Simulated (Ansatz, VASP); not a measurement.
**One calculation of P, two programs**

File INCAR:

```
SYSTEM = P
PREC     = Accurate       ! precision mode
ENCUT    = 520            ! plane-wave cutoff, eV
EDIFF    = 1E-6           ! SCF threshold, eV
ISMEAR   = 0              ! smearing method
SIGMA    = 0.05           ! smearing width, eV
LREAL    = .False.        ! projectors in reciprocal space
LASPH    = .True.         ! aspherical terms in the spheres
NELM     = 60             ! most SCF steps
ALGO     = Normal         ! electronic algorithm
ISIF     = 2              ! what is computed and relaxed
LWAVE    = .False.        ! write WAVECAR
LCHARG   = .False.        ! write CHGCAR
GGA      = PS             ! functional
NBANDS   = 18             ! bands
```

File KPOINTS:

```
Automatic mesh
0
Gamma
  8 1 6
  0 0 0
```

POSCAR

```
P
1.0
    3.1852158884      0.0000000000      0.0000000000
    0.0000000000     33.8113200603      0.0000000000
    0.0000000000      0.0000000000      4.7710472513
P
4
Direct
    0.0000000000      0.9702614300      0.5921507200
    0.0000000000      0.0297385700      0.4078492800
    0.5000000000      0.0297385700      0.0921507200
    0.5000000000      0.9702614300      0.9078492800
```

Input for Ansatz:

```yaml
crystal:
  lattice:
    - [3.1852158884, 0.0, 0.0]
    - [0.0, 33.8113200603, 0.0]
    - [0.0, 0.0, 4.7710472513]
  atoms:
    - { symbol: P, position: [0.0, 0.97026143, 0.59215072] }
    - { symbol: P, position: [0.0, 0.02973857, 0.40784928] }
    - { symbol: P, position: [0.5, 0.02973857, 0.09215072] }
    - { symbol: P, position: [0.5, 0.97026143, 0.90784928] }
basis:
  ecutwfc: 420
kpoints:
  mp_grid: { grid: [8, 1, 6] }
hamiltonian:
  xc: pbesol
scf:
  occupations: { method: gaussian, width: 0.05 }
output:
  forces: true
  stress: true
  eigenvalues: true
```

Change from the starting cell: strain -0.030 along x and y, +0.030 along z, atoms carried along.

Alike in both runs: task single point; functional PBEsol; k mesh 8 × 1 × 6; occupations gaussian, width 0.05 eV; no spin polarisation.

```csv
,VASP,Ansatz
version,VASP 6.6.1,Ansatz 0.2.0
potentials or method,"VASP PAW PBE potentials, release 64 (P), cutoff 520 eV","scalar-relativistic, plane waves, PAW"
valence electrons in the cell,20,20
```

|  | VASP | Ansatz | Ansatz less VASP |
| --- | --- | --- | --- |
| gap on the k mesh at the Fermi level (eV) | 1.11 | 1.08 | -0.031 |
| least direct gap on the mesh (eV) | 1.20 | 1.18 | -0.018 |
| rms of the force components (eV/Å) | 0.315 | 0.324 | +0.0088 |

VASP's potentials were made for PBE, not for PBEsol. Atom by atom the forces differ by 0.012 eV/Å (rms over components). The functional is the same, so the differences come from potentials, cutoffs and numerics.
